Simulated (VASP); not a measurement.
Write the native input for VASP 6.6.1 that does the following.

| Quantity | Value |
| --- | --- |
| Task | single point |
| Functional | HSE06 |
| Potentials or basis | VASP PAW PBE potentials, release 64 (Pt) |
| Cutoff | 520 eV |
| k mesh | 6 × 6 × 6 |
| Occupations | fermi-dirac, width 0.05 eV |
| Spin | no spin polarisation |
| Dipole correction | no |
| Grid for exact exchange (PRECFOCK) | Normal |
| Further INCAR settings | ALGO = Normal; EDIFF = 1e-07; NBANDS = 11 |
| Share of exact exchange | 0.25 |
| Screening parameter | 0.2079 1/Å |

Crystal: Pt.

```
Pt
1.0
    -1.58422    1.58422    1.58422
     1.58422   -1.58422    1.58422
     1.58422    1.58422   -1.58422
Pt
1
Direct
  0.00000 0.00000 0.00000
```

This isn't the form of Pt at room conditions, which is fcc.

The input as run:

POSCAR

```
Pt
1.0
   -1.5842200000      1.5842200000      1.5842200000
    1.5842200000     -1.5842200000      1.5842200000
    1.5842200000      1.5842200000     -1.5842200000
Pt
1
Direct
    0.0000000000      0.0000000000      0.0000000000
```

INCAR.step1

```
PREC = Accurate
ENCUT = 520
EDIFF = 1E-5
ISMEAR = -1
SIGMA = 0.05
LREAL = F
LASPH = T
NELM = 60
ALGO = Normal
ISIF = 2
LWAVE = T
LCHARG = F
GGA = PE
NBANDS = 11
```

INCAR.step2

```
PREC = Accurate
ENCUT = 520
EDIFF = 1E-7
ISMEAR = -1
SIGMA = 0.05
LREAL = F
LASPH = T
NELM = 60
ALGO = Normal
ISIF = 2
LWAVE = F
LCHARG = F
GGA = PE
LHFCALC = T
HFSCREEN = 0.2079
PRECFOCK = Normal
ISTART = 1
NBANDS = 11
```

KPOINTS

```
Automatic mesh
0
Gamma
  6 6 6
```

Potentials or basis: VASP PAW PBE potentials, release 64 (Pt).

Launch:

```bash
$ cat potpaw_PBE.64/Pt/POTCAR > POTCAR
$ cp INCAR.step1 INCAR
$ mpirun -np 1 vasp_std > vasp.out
$ cp INCAR.step2 INCAR
$ mpirun -np 1 vasp_std > vasp.out
```

Results of the run:

- Pressure: -8.7 GPa
- Band gap on the k mesh: zero (bands 5 and 6 overlap by 2.73 eV)

Caveat: the k points lie up to 0.47 Å⁻¹ apart, too coarse for converged energies and pressures of a metal; the PAW data sets were made with another functional, which shifts forces and pressure a little; spin-orbit coupling is left out, which moves the levels of the heavy elements.

It took 5.4 min on 1 thread of AMD EPYC 9R45 96-Core Processor (Zen 5), with other jobs on the host, peak memory 0.2 GiB.
